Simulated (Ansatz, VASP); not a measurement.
# One calculation of BaS, two programs

Contents of INCAR:

```
ALGO = Normal
EDIFF = 1E-6
ENCUT = 520
GGA = PE
ISIF = 2
ISMEAR = -1
LASPH = T
LCHARG = F
LREAL = F
LWAVE = F
NBANDS = 15
NELM = 60
PREC = Accurate
SIGMA = 0.02
```

KPOINTS

```
k-points
0
Gamma
  6 6 6
```

Contents of POSCAR:

```
BaS
1.0
   -0.0358980001      3.5194117709      3.5194117709
    3.5194117709     -0.0358980001      3.5194117709
    3.4835137708      3.4835137708      0.0000000000
Ba S
1 1
Direct
   -0.0020719737     -0.0020719737      0.0020719737
    0.2520719737      0.2520719737      0.2479280263
```

Input for Ansatz:

```yaml
crystal:
  lattice:
    - [-0.0358980001, 3.5194117709, 3.5194117709]
    - [3.5194117709, -0.0358980001, 3.5194117709]
    - [3.4835137708, 3.4835137708, 0.0]
  atoms:
    - { symbol: Ba, position: [-0.0020719737, -0.0020719737, 0.0020719737] }
    - { symbol: S, position: [0.2520719737, 0.2520719737, 0.2479280263] }
kpoints:
  mp_grid: { grid: [6, 6, 6] }
  band_path:
    path:
      - [0.0, 0.0, 0.0]
      - [-0.5, -0.5, 0.0]
      - [-0.375, -0.375, 0.25]
      - [-0.375, 0.0, 0.375]
      - [0.0, 0.0, 0.5]
      - [-0.5, -0.25, 0.25]
    npoints: 1
hamiltonian:
  xc: pbe
scf:
  occupations: { method: fermi_dirac, width: 0.02 }
  n_extra_bands: 4
output:
  forces: true
  stress: true
  eigenvalues: true
```

Change from the starting cell: shear_xy strain -2.0%.

Alike in both runs: task single point; functional PBE; k mesh 6 × 6 × 6; occupations fermi-dirac, width 0.02 eV; no spin polarisation.

|  | VASP | Ansatz |
| --- | --- | --- |
| version | VASP 6.6.1 | Ansatz 0.2.0 |
| potentials or method | VASP PAW PBE potentials, release 64 (Ba_sv, S) | plane waves, PAW |
| plane-wave cutoff (eV) | 520 | 420 |
| valence electrons in the cell | 16 | 16 |

VASP gave:

- gap on the k mesh at the Fermi level (eV): 2.76
- pressure (GPa): 0.4
- traceless stress, the component that is largest in VASP (GPa): 0.15

Q: What did Ansatz give for the same quantities?

A: gap on the k mesh at the Fermi level (eV): 2.74; pressure (GPa): 0.0; traceless stress, the component that is largest in VASP (GPa): 0.15.

Spin-orbit coupling is off throughout.
